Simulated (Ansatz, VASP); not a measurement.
**Ni2Ge: VASP beside Ansatz**

POSCAR

```
Ni2Ge
1.0
    3.9781405232      0.0000000000      0.0000000000
   -1.9890702616      3.4451707529      0.0000000000
    0.0000000000      0.0000000000      5.0373755705
Ni Ge
4 2
Direct
    0.6666666667      0.3333333333      0.2500000000
    0.3333333333      0.6666666667      0.7500000000
    0.0000000000      0.0000000000      0.0000000000
    0.0000000000      0.0000000000      0.5000000000
    0.6666666667      0.3333333333      0.7500000000
    0.3333333333      0.6666666667      0.2500000000
```

Contents of INCAR.step1:

```
  PREC = Accurate
  ENCUT = 520
  ISMEAR = 0
  SIGMA = 0.1
  LREAL = F
  LASPH = T
  NELM = 60
  NBANDS = 43
  GGA = PE
  ALGO = Normal
  EDIFF = 1E-4
  LWAVE = T
  LCHARG = F
```

INCAR.step2

```
  PREC = Accurate
  ENCUT = 520
  EDIFF = 1E-6
  ISMEAR = 0
  SIGMA = 0.1
  LREAL = F
  LASPH = T
  NELM = 60
  ALGO = Normal
  ISIF = 2
  LWAVE = F
  LCHARG = T
  METAGGA = R2SCAN
  LMIXTAU = T
  LELF = T
  LVHAR = T
  NBANDS = 43
  ISTART = 1
```

Contents of KPOINTS:

```
Automatic mesh
0
Gamma
  12 12 8
```

Input for Ansatz:

```yaml
crystal:
  lattice:
    - [3.9781405232, 0.0, 0.0]
    - [-1.9890702616, 3.4451707529, 0.0]
    - [0.0, 0.0, 5.0373755705]
  atoms:
    - { symbol: Ni, position: [0.6666666667, 0.3333333333, 0.25] }
    - { symbol: Ni, position: [0.3333333333, 0.6666666667, 0.75] }
    - { symbol: Ni, position: [0.0, 0.0, 0.0] }
    - { symbol: Ni, position: [0.0, 0.0, 0.5] }
    - { symbol: Ge, position: [0.6666666667, 0.3333333333, 0.75] }
    - { symbol: Ge, position: [0.3333333333, 0.6666666667, 0.25] }
basis:
  ecutwfc: 500
kpoints:
  mp_grid: { grid: [12, 12, 8] }
hamiltonian:
  xc: r2scan
scf:
  occupations: { method: gaussian, width: 0.1 }
output:
  forces: true
  stress: true
  eigenvalues: true
```

Alike in both runs: task single point; functional r2SCAN; k mesh 12 × 12 × 8; occupations gaussian, width 0.1 eV; no spin polarisation.

|  | VASP | Ansatz |
| --- | --- | --- |
| version | VASP 6.6.1 | Ansatz 0.2.0 |
| potentials or method | VASP PAW PBE potentials, release 64 (Ni, Ge_d), cutoff 520 eV | scalar-relativistic, plane waves, PAW |
| valence electrons in the cell | 68 | 100 |

```csv
,VASP,Ansatz,Ansatz less VASP
gap on the k mesh at the Fermi level (eV),none,none,-
pressure (GPa),0.2,0.0,-0.19
"traceless stress, the component that is largest in VASP (GPa)",-0.10,-0.01,+0.094
```

VASP's potentials were made for PBE, not for r2SCAN. A gap of «none» marks a metal or a gap that the smearing closes. VASP's potentials hold 68 valence electrons a cell and Ansatz's 100, so a difference there can come from the potentials and not from the codes.
